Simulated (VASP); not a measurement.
A run of VASP 6.6.1:

INCAR

```
ALGO = Normal
EDIFF = 1E-6
ENCUT = 520
GGA = PE
ISIF = 2
ISMEAR = 0
LASPH = True
LCHARG = False
LREAL = False
LWAVE = False
NBANDS = 11
NELM = 60
PREC = Accurate
SIGMA = 0.05
```

The input KPOINTS:

```
k-points
0
Gamma
  12 12 12
```

POSCAR

```
C
1.0
    0.0000000000      1.8059337262      1.8795997496
    1.6719955017      0.0000000000      1.8795997496
    1.6719955017      1.8059337262      0.0000000000
C
2
Direct
    0.5000000000      0.5000000000      0.5000000000
    0.7500000000      0.7500000000      0.7500000000
```

Potentials or basis: VASP PAW PBE potentials, release 64 (C).

Command:

```bash
$ cat potpaw_PBE.64/C/POTCAR > POTCAR
$ mpirun -np 1 vasp_std > vasp.out
```

Hardware: 1 thread of Intel Xeon 8259CL, with other jobs on the host.

Task: Estimate the wall time of this run.

Result: Run time: 43 s on 1 thread of Intel Xeon 8259CL (shared host), peak memory 0.14 GiB. Counts: scf iterations 11, k points 280.
